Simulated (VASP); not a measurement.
# Ta2N (I4/mmm) in VASP: single point with PBE

Aim: the single point of Ta2N with PBE.

All numbers are computed with VASP 6.6.1; they aren't measurements. Logs are shortened: lines on timing, memory, paths and dates and some standing lists are left out, and cuts for length are marked.

### 1 The cell of the first run

The structure is tetragonal, space group I4/mmm (No. 139). Conventional cell: a = 2.781 Å, b = 2.781 Å, c = 10.223 Å, α = 90.00°, β = 90.00°, γ = 90.00°. Ta (site symmetry 4mm) has 4 N at 2.40 Å and 9 Ta at 2.76 to 3.07 Å within 3.2 Å. N (site symmetry 4/mmm) has 8 Ta at 2.40 Å and 4 N at 2.78 Å within 3.2 Å.

### 2 Single point, PBE

Contents of INCAR:

```
SYSTEM = Ta2N
ALGO = Normal ; EDIFF = 1E-6
ENCUT = 520 ; GGA = PE
ISIF = 2 ; ISMEAR = 0
LASPH = .True. ; LCHARG = .False.
LREAL = .False. ; LWAVE = .False.
NBANDS = 20 ; NELM = 100
PREC = Accurate ; SIGMA = 0.1
```

Contents of KPOINTS:

```
k-points
0
Gamma
  24 24 24
  0 0 0
```

Contents of POSCAR:

```
Ta2N
1.0
   -1.3905979849      1.3905979849      5.1114207277
    1.3905979849     -1.3905979849      5.1114207277
    1.3905979849      1.3905979849     -5.1114207277
Ta N
2 1
Direct
    0.3651056451      0.3651056451      0.0000000000
    0.6348943549      0.6348943549      0.0000000000
    0.0000000000      0.0000000000      0.0000000000
```

Potentials or basis: VASP PAW PBE potentials, release 64 (Ta_pv, N).

Command:

```
$ cat potpaw_PBE.64/Ta_pv/POTCAR potpaw_PBE.64/N/POTCAR > POTCAR
$ mpirun -np 1 vasp_std > vasp.out
```

OUTCAR:

```text
SYSTEM = Ta2N
   EDIFF = 1E-6
   ENCUT = 520
   GGA = PE
   ISIF = 2
   ISMEAR = 0
   LASPH = .True.
   LREAL = .False.
   NELM = 100
   PREC = Accurate

 ion  position               nearest neighbor table
   1  0.365  0.365  0.000-   3 2.40   3 2.40   3 2.40   3 2.40   2 2.76   2 3.07   2 3.07   2 3.07
                             2 3.07
   2  0.635  0.635  0.000-   3 2.40   3 2.40   3 2.40   3 2.40   1 2.76   1 3.07   1 3.07   1 3.07
                             1 3.07
   3  0.000  0.000  0.000-   2 2.40   2 2.40   2 2.40   1 2.40   2 2.40   1 2.40   1 2.40   1 2.40

  LATTYP: Found a body centered tetragonal cell.
 ALAT       =     2.7811959698
 C/A-ratio  =     3.6756997948

  Lattice vectors:

 A1 = (  -1.3905979849,   1.3905979849,   5.1114207277)
 A2 = (   1.3905979849,  -1.3905979849,   5.1114207277)
 A3 = (   1.3905979849,   1.3905979849,  -5.1114207277)

Analysis of symmetry for initial positions (statically):
=====================================================================
 Subroutine PRICEL returns:
 Original cell was already a primitive cell.

 Routine SETGRP: Setting up the symmetry group for a
 body centered tetragonal supercell.

 Subroutine GETGRP returns: Found 16 space group operations
 (whereof 16 operations were pure point group operations)
 out of a pool of 16 trial point group operations.

The static configuration has the point symmetry D_4h.

Analysis of symmetry for dynamics (positions and initial velocities):
=====================================================================
 Subroutine PRICEL returns:
 Original cell was already a primitive cell.

 Routine SETGRP: Setting up the symmetry group for a
 body centered tetragonal supercell.

 Subroutine GETGRP returns: Found 16 space group operations
 (whereof 16 operations were pure point group operations)
 out of a pool of 16 trial point group operations.

The dynamic configuration has the point symmetry D_4h.

 Subroutine INISYM returns: Found 16 space group operations
 (whereof 16 operations are pure point group operations),
 and found     1 'primitive' translations

----------------------------------------------------------------------------------------

                                     Primitive cell

  volume of cell :      39.5371

  direct lattice vectors                    reciprocal lattice vectors
    -1.390597985  1.390597985  5.111420728     0.000000000  0.359557547  0.097820161
     1.390597985 -1.390597985  5.111420728     0.359557547  0.000000000  0.097820161
     1.390597985  1.390597985 -5.111420728     0.359557547  0.359557547  0.000000000

  length of vectors
     5.476691279  5.476691279  5.476691279     0.372626372  0.372626372  0.508491159

  position of ions in fractional coordinates (direct lattice)
     0.365105645  0.365105645  0.000000000
     0.634894355  0.634894355  0.000000000
     0.000000000  0.000000000  0.000000000

  ion indices of the primitive-cell ions
   primitive index   ion index
                 1           1
                 2           2
                 3           3

----------------------------------------------------------------------------------------

 KPOINTS: k-points

Automatic generation of k-mesh.
 Grid dimensions read from file:
 generate k-points for:   24   24   24

 Generating k-lattice:

  Cartesian coordinates                     Fractional coordinates (reciprocal lattice)
     0.000000000  0.014981564  0.004075840     0.041666667 -0.000000000  0.000000000
     0.014981564  0.000000000  0.004075840    -0.000000000  0.041666667  0.000000000
     0.014981564  0.014981564  0.000000000     0.000000000  0.000000000  0.041666667

  Length of vectors
     0.015526099  0.015526099  0.021187132

  Shift w.r.t. Gamma in fractional coordinates (k-lattice)
     0.000000000  0.000000000  0.000000000

 Subroutine IBZKPT returns following result:
 ===========================================

 Found   1063 irreducible k-points:

 Following reciprocal coordinates:
            Coordinates               Weight
  0.000000  0.000000  0.000000      1.000000
  0.041667 -0.000000  0.000000      8.000000
  0.083333 -0.000000  0.000000      8.000000
  0.125000 -0.000000  0.000000      8.000000
  0.166667 -0.000000  0.000000      8.000000
  0.208333 -0.000000  0.000000      8.000000
[... 16 lines left out ...]
  0.416667  0.041667  0.000000     16.000000
  0.458333  0.041667 -0.000000     16.000000
 [... further k-points ...]
   k-points           NKPTS =   1063   k-points in BZ     NKDIM =   1063   number of bands    NBANDS=     20
   number of dos      NEDOS =    301   number of ions     NIONS =      3
   total plane-waves  NPLWV =  74088
   dimension x,y,z NGX =    42 NGY =   42 NGZ =   42
   dimension x,y,z NGXF=    84 NGYF=   84 NGZF=   84
   ions per type =               2   1
   NGX,Y,Z   is equivalent  to a cutoff of  12.75, 12.75, 12.75 a.u.
   NGXF,Y,Z  is equivalent  to a cutoff of  25.50, 25.50, 25.50 a.u.
 SYSTEM =  Ta2N
   PREC   = accura    normal or accurate (medium, high low for compatibility)
   ISTART =      0    job   : 0-new  1-cont  2-samecut
   ICHARG =      2    charge: 1-file 2-atom 10-const
   ISPIN  =      1    spin polarized calculation?
   LNONCOLLINEAR =      F non collinear calculations
   LSORBIT =      F    spin-orbit coupling
   LASPH  =      T    aspherical Exc in radial PAW
   ENCUT  =  520.0 eV  38.22 Ry    6.18 a.u.  10.18 10.18 10.18*2*pi/ulx,y,z
   NELM   =    100;   NELMIN=  2; NELMDL= -5     # of ELM steps
   EDIFF  = 0.1E-05   stopping-criterion for ELM
   LREAL  =      F    real-space projection
   EDIFFG = 0.1E-04   stopping-criterion for IOM
   NSW    =      0    number of steps for IOM
   IBRION =     -1    ionic relax: 0-MD 1-quasi-New 2-CG
   NFREE  =      0    steps in history (QN), initial steepest desc. (CG)
   ISIF   =      2    stress and relaxation
   ISYM   =      2    0-nonsym 1-usesym 2-fastsym
   POTIM  = 0.5000    time-step for ionic-motion
   TEBEG  =    0.0;   TEEND  =   0.0 temperature during run
   PSTRESS=    0.0 pullay stress
   NELECT =      27.0000    total number of electrons
   NUPDOWN=      -1.0000    fix difference up-down
   EMIN   =  10.00;   EMAX   =-10.00  energy-range for DOS
   EFERMI =   0.00;   METHOD = LEGACY
   ISMEAR =     0;   SIGMA  =   0.10  broadening in eV -4-tet -1-fermi 0-gaus
   EFERMI_NEDOS =   21; number of points for ismear=-14 and -15
   IALGO  =     38    algorithm
   IMIX   =      4    mixing-type and parameters
     AMIX     =   0.40;   BMIX     =  1.00
     AMIX_MAG =   1.60;   BMIX_MAG =  1.00
  volume/ion in A,a.u.               =      13.18        88.94
  Fermi-wavevector in a.u.,A,eV,Ry     =   1.441654  2.724332 28.277904  2.078367
  Thomas-Fermi vector in A             =   2.560262
   LORBIT       =      0    0 simple, 1 ext, 2 COOP (PROOUT), +10 PAW based schemes
   GGA     = PE    functional components
   LHFCALC =     F    Hartree Fock is set to
   AEXX    =    0.0000 exact exchange contribution
   IVDW    =     0    specifies the selected vdW correction
   LEPSILON=     F    determine dielectric tensor
   LRPA    =     F    only Hartree local field effects (RPA)
 non-spin polarized calculation
 Gauss-broadening in eV      SIGMA  =   0.10
  energy-cutoff  :      520.00
  volume of cell :       39.54
 maximum number of plane-waves:      1088
 NGX is ok and might be reduce to    42
   NGX = 21   NGY = 21   NGZ = 21

 number of electron      26.9999999 magnetization

 Free energy of the ion-electron system (eV)
  ---------------------------------------------------
  ext. energy  EPLUGINS =         0.00000000
  ---------------------------------------------------
  free energy    TOTEN  =       -32.43548134 eV

  energy without entropy =      -32.42995570  energy(sigma->0) =      -32.43271852

 E-fermi :   6.9506     XC(G=0): -13.0566

 val. band max:        6.9464404145   @ k =  -0.2500   0.2083  -0.0000
 cond. band min:       6.9512045048   @ k =   0.4583   0.1667   0.0000
 fundamental gap:      0.0047640903
 Fermi energy:         6.9505746151

 k-point     1 :       0.0000    0.0000    0.0000
  band No.  band energies     occupation
      1     -27.9656      2.00000
      2     -26.9145      2.00000
      3     -26.9145      2.00000
      4     -26.8989      2.00000
      5     -26.8747      2.00000
      6     -26.8747      2.00000
[... 12 lines left out ...]
     19      12.8160      0.00000
     20      13.0541      0.00000

 k-point     2 :       0.0417   -0.0000    0.0000
  band No.  band energies     occupation
      1     -27.9603      2.00000
      2     -26.9440      2.00000
      3     -26.9131      2.00000
      4     -26.8947      2.00000
      5     -26.8895      2.00000
      6     -26.8727      2.00000
[... 12 lines left out ...]
     19      12.7113      0.00000
     20      12.8023      0.00000

 k-point     3 :       0.0833   -0.0000    0.0000
  band No.  band energies     occupation
      1     -27.9448      2.00000
      2     -27.0069      2.00000
      3     -26.9519      2.00000
      4     -26.9091      2.00000
      5     -26.8859      2.00000
      6     -26.8670      2.00000
[... 12 lines left out ...]
     19      12.2939      0.00000
     20      12.4580      0.00000

 k-point     4 :       0.1250   -0.0000    0.0000
  band No.  band energies     occupation
      1     -27.9200      2.00000
      2     -27.0992      2.00000
      3     -27.0409      2.00000
      4     -26.9025      2.00000
      5     -26.8882      2.00000
      6     -26.8580      2.00000
[... 12 lines left out ...]
     19      11.7759      0.00000
     20      12.1006      0.00000

 k-point     5 :       0.1667   -0.0000    0.0000
  band No.  band energies     occupation
      1     -27.8877      2.00000
      2     -27.2169      2.00000
      3     -27.1525      2.00000
      4     -26.8944      2.00000
      5     -26.8936      2.00000
      6     -26.8466      2.00000
[... 12 lines left out ...]
     19      11.3955      0.00000
     20      11.7321      0.00000
[... 353 lines left out ...]
      6     -26.8090      2.00000
[... 12 lines left out ...]
     19      11.5540      0.00000
     20      12.0264      0.00000

 k-point    22 :       0.3750    0.0417    0.0000
  band No.  band energies     occupation
      1     -27.8802      2.00000
      2     -27.8433      2.00000
      3     -27.5606      2.00000
      4     -26.9691      2.00000
      5     -26.8577      2.00000
      6     -26.7989      2.00000
[... 12 lines left out ...]
     19      11.4157      0.00000
     20      12.2676      0.00000

 k-point    23 :       0.4167    0.0417    0.0000
  band No.  band energies     occupation
      1     -27.9625      2.00000
      2     -27.9011      2.00000
      3     -27.5466      2.00000
      4     -26.9796      2.00000
      5     -26.8495      2.00000
      6     -26.7915      2.00000
[... 12 lines left out ...]
     19      11.5215      0.00000
     20      12.4489      0.00000

 k-point    24 :       0.4583    0.0417   -0.0000
  band No.  band energies     occupation
      1     -28.0136      2.00000
      2     -27.9414      2.00000
      3     -27.5344      2.00000
      4     -26.9854      2.00000
      5     -26.8439      2.00000
      6     -26.7873      2.00000
[... 12 lines left out ...]
     19      11.7849      0.00000
     20      12.5539      0.00000

 [... further k-points ...]
[... 5 lines left out ...]
  --------------------------------------------------------------------------------------
  -------------------------------------------------------------------------------------
  Total        0.1024557      0.1024557      0.0857351      0.0000000     -0.0000000      0.0000000
  in kB        4.1518539      4.1518539      3.4742756      0.0000000     -0.0000000      0.0000000
  external PRESSURE =       3.9259945 kB  Pullay stress =       0.0000000 kB

 VOLUME and BASIS-vectors are now :
 -----------------------------------------------------------------------------
  energy-cutoff  :      520.00
  volume of cell :       39.54
      direct lattice vectors                 reciprocal lattice vectors
    -1.390597985  1.390597985  5.111420728     0.000000000  0.359557547  0.097820161
     1.390597985 -1.390597985  5.111420728     0.359557547  0.000000000  0.097820161
     1.390597985  1.390597985 -5.111420728     0.359557547  0.359557547  0.000000000

 POSITION                                       TOTAL-FORCE (eV/Angst)
 -----------------------------------------------------------------------------------
      0.00000      0.00000      3.73242         0.000000      0.000000     -0.026364
      0.00000      0.00000      6.49042        -0.000000     -0.000000      0.026364
      0.00000      0.00000      0.00000        -0.000000     -0.000000     -0.000000
 -----------------------------------------------------------------------------------
    total drift:                                0.000000     -0.000000      0.000000

  FREE ENERGIE OF THE ION-ELECTRON SYSTEM (eV)
  ---------------------------------------------------
  free  energy   TOTEN  =       -32.4354813401 eV

  energy  without entropy=      -32.4299556953  energy(sigma->0) =      -32.43271852
```

Run time: 14 min. Hardware: 1 thread of Intel Xeon 6975P-C (Granite Rapids), shared host; peak memory 0.87 GiB.

Results:

- Free energy: -32.4355 eV
- Pressure: 0.4 GPa
- Largest force: 0.026 eV/Å

Forces in eV/Å, atoms in the order of the input:
```
Ta   0.000  0.000 -0.026
Ta   0.000  0.000  0.026
N    0.000  0.000  0.000
```

Caveat: spin-orbit coupling is left out, which moves the levels of the heavy elements.
